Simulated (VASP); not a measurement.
A run of VASP 6.6.1 is set up as follows.

The input INCAR:

```
SYSTEM = P
PREC = Accurate ; ENCUT = 520
EDIFF = 1E-6 ; ISMEAR = -1
SIGMA = 0.05 ; LREAL = .False.
LASPH = .True. ; NELM = 80
ALGO = Normal ; ISIF = 2
LWAVE = .False. ; LCHARG = .True.
GGA = PS ; LELF = .True.
LVHAR = .True. ; NBANDS = 18
```

KPOINTS

```
Automatic mesh
0
Gamma
  7 1 5
  0 0 0
```

File POSCAR:

```
P
1.0
    3.2180531656      0.0000000000      0.0000000000
    0.0000000000     34.1598903702      0.0000000000
    0.0000000000      0.0000000000      4.6320847100
P
4
Direct
    0.5000000000      0.9694059487      0.9117905079
    0.5000000000      0.0305940513      0.0882094921
    0.0000000000      0.0305940513      0.4117905079
    0.0000000000      0.9694059487      0.5882094921
```

Potentials or basis: VASP PAW PBE potentials, release 64 (P).

The run is started by

```bash
$ cat potpaw_PBE.64/P/POTCAR > POTCAR
$ mpirun -np 1 vasp_std > vasp.out
```

(1) Predict the band gap on the k mesh.

(2) Predict the largest force.

## Answers

(1) 0.84 eV, direct.

(2) 0.020 eV/Å.

Caveat: the PAW data sets were made with another functional, which shifts forces and pressure a little.
